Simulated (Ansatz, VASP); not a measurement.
One calculation of Be7Te, two programs

```
CELL_PARAMETERS angstrom
5.39124 0.00000 0.00000
-2.69562 4.66895 0.00000
0.00000 0.00000 3.63998
ATOMIC_POSITIONS crystal
Be 0.14555 0.29110 0.00000
Be 0.14555 0.85445 0.00000
Be 0.70890 0.85445 0.00000
Be 0.08104 0.54052 0.50000
Be 0.45948 0.54052 0.50000
Be 0.45948 0.91896 0.50000
Be 0.00000 0.00000 0.50000
Te 0.66667 0.33333 0.00000
```

Change from the starting cell: species swapped into the Mg7Cu type (P-6m2, No. 187).

Alike in both runs: functional PBE; k mesh 4 × 4 × 4; occupations gaussian, width 0.2 eV; no spin polarisation.

Ansatz relaxed the structure, and its values are those at the end. VASP's run is a single point on that final structure, the one shown.

|  | VASP | Ansatz |
| --- | --- | --- |
| version | VASP 6.6.1 | Ansatz 0.2.0 |
| potentials or method | VASP PAW PBE potentials, release 64 (Be, Te), cutoff 600 eV | scalar-relativistic, plane waves, PAW |
| valence electrons in the cell | 20 | 30 |

VASP gave:

```
gap on the k mesh at the Fermi level (eV) : none
pressure (GPa)                            : -0.1
rms of the force components (eV/Å)        : 0.005
```

Problem. What did Ansatz give for the same quantities?

Solution. gap on the k mesh at the Fermi level (eV): none; pressure (GPa): -0.2; rms of the force components (eV/Å): 0.002.

A gap of «none» marks a metal or a gap that the smearing closes. The functional is the same, so the differences come from potentials, cutoffs and numerics. VASP's potentials hold 20 valence electrons a cell and Ansatz's 30, so a difference there can come from the potentials and not from the codes.

The k mesh is coarse, so the values compare programs but aren't converged. Spin-orbit coupling is off throughout.
